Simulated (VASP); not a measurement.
A run of VASP 6.6.1 is set up as follows.

Contents of INCAR:

```
PREC     = Accurate       # precision mode
ENCUT    = 600            # plane-wave cutoff, eV
EDIFF    = 1E-6           # SCF threshold, eV
ISMEAR   = -1             # smearing method
SIGMA    = 0.08           # smearing width, eV
LREAL    = False          # projectors in reciprocal space
LASPH    = True           # aspherical terms in the spheres
NELM     = 60             # most SCF steps
ALGO     = Normal         # electronic algorithm
ISIF     = 3              # what is computed and relaxed
LWAVE    = False          # write WAVECAR
LCHARG   = False          # write CHGCAR
GGA      = PE             # functional
IBRION   = 2              # ionic algorithm
NSW      = 60             # ionic steps
EDIFFG   = -0.005         # ionic threshold
PSTRESS  = 100.0
```

File KPOINTS:

```
Automatic mesh
0
Gamma
  6 6 9
```

POSCAR

```
Rb
1.0
    5.9916729481      0.0000000000      0.0000000000
   -2.9958364740      5.1889409842      0.0000000000
    0.0000000000      0.0000000000      3.7148372278
Rb
3
Direct
    0.0000000000      0.0000000000      0.0000000000
    0.3333333333      0.6666666667      0.5000000000
    0.6666666667      0.3333333333      0.5000000000
```

Potentials or basis: VASP PAW PBE potentials, release 64 (Rb_sv).

Run with:

```console
$ cat potpaw_PBE.64/Rb_sv/POTCAR > POTCAR
$ mpirun -np 1 vasp_std > vasp.out
```

Problem. What does it give for the relaxed volume?

Solution. 39.08 Å³/atom.

Problem. What does it give for the space group after relaxing (to 0.05 Å)?

Solution. P6/mmm (No. 191).

The path:
```
step  energy change (eV)  largest force (eV/Å)  pressure (GPa)  volume (Å³)
   1              0.0000                0.0000           10.40       115.50
   2             -0.1050                0.0000           10.04       117.09
   3             -0.1758                0.0000            9.79       118.21
   4             -0.1526                0.0000            9.88       117.80
   5             -0.1230                0.0000            9.99       117.31
   6             -0.1190                0.0000            9.99       117.25
```

Caveat: the cell is relaxed towards a set pressure, so the enthalpy falls and the energy may rise.
